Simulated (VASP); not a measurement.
A run of VASP 6.6.1:

The input INCAR:

```
SYSTEM = Cu
PREC = Accurate ; ENCUT = 520
EDIFF = 1E-6 ; ISMEAR = 0
SIGMA = 0.05 ; LREAL = .False.
LASPH = .True. ; NELM = 80
ALGO = Fast ; ISIF = 2
LWAVE = .False. ; LCHARG = .False.
GGA = PE ; NBANDS = 12
```

Contents of KPOINTS:

```
Automatic mesh
0
Gamma
  22 22 22
  0 0 0
```

The input POSCAR:

```
Cu
1.0
    0.0000000000      1.8023438076      1.8023438076
    1.8023438076      0.0000000000      1.8023438076
    1.8023438076      1.8023438076      0.0000000000
Cu
1
Direct
    0.0000000000      0.0000000000      0.0000000000
```

Potentials or basis: VASP PAW PBE potentials, release 64 (Cu).

Command:

```bash
$ cat potpaw_PBE.64/Cu/POTCAR > POTCAR
$ mpirun -np 1 vasp_std > vasp.out
```

Hardware: 1 thread of Intel(R) Xeon(R) Platinum 8259CL CPU @ 2.50GHz (Skylake/Cascade Lake) (shared host).

Problem. Estimate the wall time of this run.

Solution. Run time: 44 s on 1 thread of Intel(R) Xeon(R) Platinum 8259CL CPU @ 2.50GHz (Skylake/Cascade Lake), with other jobs on the host, peak memory 0.16 GiB. Counts: scf iterations 13, k points 328.
